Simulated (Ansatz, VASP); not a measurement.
YSc2Pt2 in VASP and in Ansatz

```xyz
5
Lattice="3.6060 0.0000 0.0000 -1.8030 3.1229 0.0000 0.0000 0.0000 11.0054" Properties=species:S:1:pos:R:3 pbc="T T T"
Y     0.0000    0.0000    0.0000
Sc    0.0000    2.0820    3.0431
Sc    1.8030    1.0410    7.9623
Pt    0.0000    2.0820    6.4251
Pt    1.8030    1.0410    4.5803
```

Alike in both runs: functional PBE; k mesh 12 × 12 × 4; occupations gaussian, width 0.1 eV; no spin polarisation.

Ansatz relaxed the structure, and its values are those at the end. VASP's run is a single point on that final structure, the one shown.

|  | VASP | Ansatz |
| --- | --- | --- |
| version | VASP 6.6.1 | Ansatz 0.2.0 |
| potentials or method | VASP PAW PBE potentials, release 64 (Y_sv, Sc_sv, Pt), cutoff 520 eV | scalar-relativistic, plane waves, PAW |
| valence electrons in the cell | 53 | 69 |

|  | VASP | Ansatz | Ansatz less VASP |
| --- | --- | --- | --- |
| gap on the k mesh at the Fermi level (eV) | none | none | - |
| pressure (GPa) | 0.1 | 0.0 | -0.08 |
| rms of the force components (eV/Å) | 0.023 | 0.004 | -0.0200 |

A gap of «none» marks a metal or a gap that the smearing closes. The functional is the same, so the differences come from potentials, cutoffs and numerics. VASP's potentials hold 53 valence electrons a cell and Ansatz's 69, so a difference there can come from the potentials and not from the codes.

Spin-orbit coupling is off throughout.
